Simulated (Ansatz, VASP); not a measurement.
TiAl in VASP and in Ansatz

```
CELL_PARAMETERS angstrom
3.30079 0.00000 0.00000
0.00000 3.30079 0.00000
0.00000 0.00000 3.30079
ATOMIC_POSITIONS crystal
Ti 0.00000 0.00000 0.00000
Al 0.50000 0.50000 0.50000
```

Alike in both runs: task single point; functional PBEsol; k mesh 14 × 14 × 14; occupations gaussian, width 0.1 eV; no spin polarisation.

|  | VASP | Ansatz |
| --- | --- | --- |
| version | VASP 6.6.1 | Ansatz 0.2.0 |
| potentials or method | VASP PAW PBE potentials, release 64 (Ti_sv, Al), cutoff 520 eV | scalar-relativistic, plane waves, PAW |
| valence electrons in the cell | 15 | 15 |

```tsv
	VASP	Ansatz	Ansatz less VASP
gap on the k mesh at the Fermi level (eV)	none	none	-
pressure (GPa)	-12.1	-12.2	-0.06
```

VASP's potentials were made for PBE, not for PBEsol. A gap of «none» marks a metal or a gap that the smearing closes.
